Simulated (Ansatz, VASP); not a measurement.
# Sr: VASP beside Ansatz

```
Sr
1.0
     0.00000    2.98077    2.98077
     2.98077    0.00000    2.98077
     2.98077    2.98077    0.00000
Sr
1
Direct
  0.00000 0.00000 0.00000
```

Alike in both runs: task single point; functional revPBE; k mesh 10 × 10 × 10; occupations fermi-dirac, width 0.08 eV; no spin polarisation.

```csv
,VASP,Ansatz
version,VASP 6.6.1,Ansatz 0.2.0
potentials or method,"VASP PAW PBE potentials, release 64 (Sr_sv), cutoff 520 eV","all-electron LAPW, scalar-relativistic"
```

```csv
,VASP,Ansatz,Ansatz less VASP
gap on the k mesh at the Fermi level (eV),none,none,-
pressure (GPa),1.1,1.1,-0.01
```

VASP's potentials were made for PBE, not for revPBE. A gap of «none» marks a metal or a gap that the smearing closes. Ansatz ran all-electron here, and VASP with PAW potentials.
